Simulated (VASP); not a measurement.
A run of VASP 6.6.1:

The input INCAR:

```
SYSTEM = Al2Pt
ALGO = Normal ; DIPOL = 0.5 0.5 0.500
EDIFF = 1E-7 ; ENCUT = 520
GGA = PE ; IDIPOL = 3
ISIF = 2 ; ISMEAR = 0
LASPH = .True. ; LCHARG = .True.
LDIPOL = .True. ; LELF = .True.
LREAL = .False. ; LVACPOTAV = .True.
LVHAR = .True. ; LWAVE = .False.
NBANDS = 34 ; NELM = 100
PREC = Accurate ; SIGMA = 0.1
```

File KPOINTS:

```
k-points
0
Gamma
  9 9 1
  0 0 0
```

Contents of POSCAR:

```
Al2Pt
1.0
    4.2047455503      0.0000000000      0.0000000000
   -2.1023727751      3.6414164630      0.0000000000
    0.0000000000      0.0000000000     23.5829009136
Al Pt
6 3
Direct
    0.0000000000      0.0000000000      0.3180270327
    0.3333333333      0.6666666667      0.3908162196
    0.6666666667      0.3333333333      0.4636054065
    0.0000000000      0.0000000000      0.5363945935
    0.3333333333      0.6666666667      0.6091837804
    0.6666666667      0.3333333333      0.6819729673
    0.6666666667      0.3333333333      0.3544216262
    0.3333333333      0.6666666667      0.5000000000
    0.0000000000      0.0000000000      0.6455783738
```

Potentials or basis: VASP PAW PBE potentials, release 64 (Al, Pt).

Launch:

```bash
$ cat potpaw_PBE.64/Al/POTCAR potpaw_PBE.64/Pt/POTCAR > POTCAR
$ mpirun -np 1 vasp_std > vasp.out
```

Hardware: 1 thread of Intel(R) Xeon(R) 6975P-C (Granite Rapids) (shared host).

Task: Estimate the wall time of this run.

Result: Run time: 2.4 min on 1 thread of Intel(R) Xeon(R) 6975P-C (Granite Rapids) (shared host), peak memory 0.5 GiB. Counts: scf iterations 25, k points 12.
